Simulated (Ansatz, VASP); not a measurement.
Given: the input of a run of Ansatz 0.2.0 on MnPt2.

input.yaml

```yaml
crystal:
  lattice:
    - [2.8584044518, 0.0, 0.0]
    - [-1.4292022259, 2.4754508696, 0.0]
    - [0.0, 0.0, 6.532504]
  atoms:
    - { symbol: Pt, position: [0.6666666667, 0.3333333333, 0.316206] }
    - { symbol: Pt, position: [0.3333333333, 0.6666666667, 0.683794] }
    - { symbol: Mn, position: [0.0, 0.0, 0.0], spin: 6.0 }
hamiltonian:
  xc: pbe
  pseudopotentials: { kind: paw }
magnetization:
  spin_polarized: true
  initial_magnetization: 6.0
  spin_locking: { lock_magnetization: hard }
kpoints:
  mp_grid: { grid: [9, 9, 4] }
scf:
  occupations: { method: fermi_dirac, width: 0.05 }
  lower_state_search: "off"
output:
  forces: true
  stress: true
  eigenvalues: true
```

Potentials or basis: Ansatz PAW.

The run is started by

```sh
$ ansatz run input.yaml --threads 2 --pin off --max-ram 5632MiB --backend cpu --events-out ev --progress --plain --runs-dir out
```

Set up the same calculation for VASP 6.6.1. Potentials there: VASP PAW PBE potentials, release 64 (Pt, Mn_pv).

As run (the cutoff follows the program's own potentials):

The input INCAR:

```
SYSTEM = MnPt2
ALGO     = Normal         ! electronic algorithm
EDIFF    = 1E-6           ! SCF threshold, eV
ENCUT    = 520            ! plane-wave cutoff, eV
GGA      = PE             ! functional
ISIF     = 2              ! what is computed and relaxed
ISMEAR   = -1             ! smearing method
ISPIN    = 2              ! spin polarisation
LASPH    = .True.         ! aspherical terms in the spheres
LCHARG   = .True.         ! write CHGCAR
LELF     = .True.         ! ELF
LMAXMIX  = 4              ! l up to which the mixer works
LORBIT   = 11             ! projections on sites
LREAL    = .False.        ! projectors in reciprocal space
LVHAR    = .True.       
LWAVE    = .False.        ! write WAVECAR
MAGMOM   = 0 0 6          ! initial moments
NBANDS   = 28             ! bands
NELM     = 150            ! most SCF steps
NUPDOWN  = 6.0            ! fixed moment
PREC     = Accurate       ! precision mode
SIGMA    = 0.05           ! smearing width, eV
```

KPOINTS

```
k-points
0
Gamma
  9 9 4
  0 0 0
```

Contents of POSCAR:

```
MnPt2
1.0
    2.8584044518      0.0000000000      0.0000000000
   -1.4292022259      2.4754508696      0.0000000000
    0.0000000000      0.0000000000      6.5325040000
Pt Mn
2 1
Direct
    0.6666666667      0.3333333333      0.3162060000
    0.3333333333      0.6666666667      0.6837940000
    0.0000000000      0.0000000000      0.0000000000
```

Potentials or basis: VASP PAW PBE potentials, release 64 (Pt, Mn_pv).

Launch:

```bash
$ cat potpaw_PBE.64/Pt/POTCAR potpaw_PBE.64/Mn_pv/POTCAR > POTCAR
$ mpirun -np 1 vasp_std > vasp.out
```

Both were run:

|  | VASP | Ansatz | Ansatz less VASP |
| --- | --- | --- | --- |
| pressure (GPa) | 5.7 | 5.9 | +0.27 |
| traceless stress, the component that is largest in VASP (GPa) | 3.95 | 3.89 | -0.054 |
| rms of the force components (eV/Å) | 0.137 | 0.134 | -0.0022 |
| net moment per atom (μB) | 2.00 | 2.00 | 0.000 |
| size of the moment on the site where the two differ most (μB) | 0.83 | 0.79 | -0.039 |

Site moments also hang on the region over which each program counts them. Atom by atom the forces differ by 0.002 eV/Å (rms over components). The functional is the same, so the differences come from potentials, cutoffs and numerics. VASP's potentials hold 33 valence electrons a cell and Ansatz's 51, so a difference there can come from the potentials and not from the codes.

Neither program's run includes spin-orbit coupling.
